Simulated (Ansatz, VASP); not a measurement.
# ZnSe in VASP and in Ansatz

File INCAR:

```
SYSTEM = ZnSe
PREC = Accurate ; ENCUT = 520
EDIFF = 1E-7 ; ISMEAR = -1
SIGMA = 0.03 ; LREAL = .FALSE.
LASPH = .TRUE. ; NELM = 60
ALGO = Normal ; ISIF = 2
LWAVE = .FALSE. ; LCHARG = .TRUE.
LELF = .TRUE. ; LVHAR = .TRUE.
NBANDS = 16
```

The input KPOINTS:

```
Automatic mesh
0
G
  8 8 8
  0 0 0
```

File POSCAR:

```
ZnSe
1.0
    0.0000000000      2.8338000000      2.8338000000
    2.8338000000      0.0000000000      2.8338000000
    2.8338000000      2.8338000000      0.0000000000
Zn Se
1 1
Direct
    0.0000000000      0.0000000000      0.0000000000
    0.7500000000      0.7500000000      0.7500000000
```

Input for Ansatz:

```yaml
crystal:
  lattice:
    - [0.0, 2.8338, 2.8338]
    - [2.8338, 0.0, 2.8338]
    - [2.8338, 2.8338, 0.0]
  atoms:
    - { symbol: Zn, position: [0.0, 0.0, 0.0] }
    - { symbol: Se, position: [0.75, 0.75, 0.75] }
kpoints:
  mp_grid: { grid: [8, 8, 8] }
  band_path:
    path:
      - [0.0, 0.0, 0.0]
      - [-0.5, -0.5, 0.0]
      - [-0.375, -0.375, 0.25]
      - [-0.375, 0.0, 0.375]
      - [0.0, 0.0, 0.0]
      - [0.0, 0.0, 0.5]
      - [-0.5, -0.25, 0.25]
      - [-0.5, -0.5, 0.0]
    npoints: 14
scf:
  occupations: { method: fermi_dirac, width: 0.03 }
hamiltonian:
  xc: lda
  pseudopotentials: { kind: all_electron, lapw: { basis_error: 0.001 } }
output:
  forces: true
  stress: true
  eigenvalues: true
  populations: true
  dos: { projected: true, de: 0.2, e_range: [-14, 8] }
```

Alike in both runs: task single point; functional LDA; k mesh 8 × 8 × 8; occupations fermi-dirac, width 0.03 eV; no spin polarisation.

|  | VASP | Ansatz |
| --- | --- | --- |
| version | VASP 6.6.1 | Ansatz 0.2.0 |
| potentials or method | VASP PAW LDA potentials, release 64 (Zn, Se), cutoff 520 eV | all-electron LAPW, scalar-relativistic |

VASP gave:

```
pressure (GPa) : -3.1
```

What did Ansatz give for the same quantities?

Pressure (GPa): -3.4.

LDA's correlation is that of Perdew and Zunger in VASP and of Perdew and Wang (1992) in Ansatz. Ansatz ran all-electron here, and VASP with PAW potentials.
